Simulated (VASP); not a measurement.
**V: single point with r2SCAN**

The system is V.

```
V
1.0
    -1.51390    1.51390    1.51390
     1.51390   -1.51390    1.51390
     1.51390    1.51390   -1.51390
V
1
Direct
  0.00000 0.00000 0.00000
```

| Quantity | Value |
| --- | --- |
| Program | VASP 6.6.1 |
| Task | single point |
| Functional | r2SCAN |
| Potentials or basis | VASP PAW PBE potentials, release 64 (V_sv) |
| Cutoff | 520 eV |
| k mesh | 13 × 13 × 13 |
| Occupations | fermi-dirac, width 0.1 eV |
| Spin | collinear spin, ferromagnetic start |
| Starting moments | [0.2] μB |

- Pressure: -7.1 GPa
- Net moment: 0.00 μB per cell
- Valence electrons inside the program's atomic spheres: V 11.57

Levels at points of the mesh, in eV from the Fermi level:
Spin up:
```csv
k point,band 2,band 3,band 4,band 5,band 6,band 7,band 8,band 9,band 10,band 11
"(0.00, 0.00, 0.00)",-38.57,-38.57,-38.57,-7.00,0.46,0.46,0.46,2.57,2.57,21.00
```
Spin down:
| k point | band 3 | band 4 | band 5 | band 6 | band 7 | band 8 | band 9 | band 10 |
| --- | --- | --- | --- | --- | --- | --- | --- | --- |
| (0.00, 0.00, 0.00) | -38.57 | -38.57 | -7.00 | 0.46 | 0.46 | 0.46 | 2.57 | 2.57 |

Wall time 2.8 min on 1 thread of Intel(R) Xeon(R) Platinum 8375C CPU @ 2.90GHz (Ice Lake) (shared host), peak memory 0.15 GiB.

Caveat: the PAW data sets were made with another functional, which shifts forces and pressure a little.
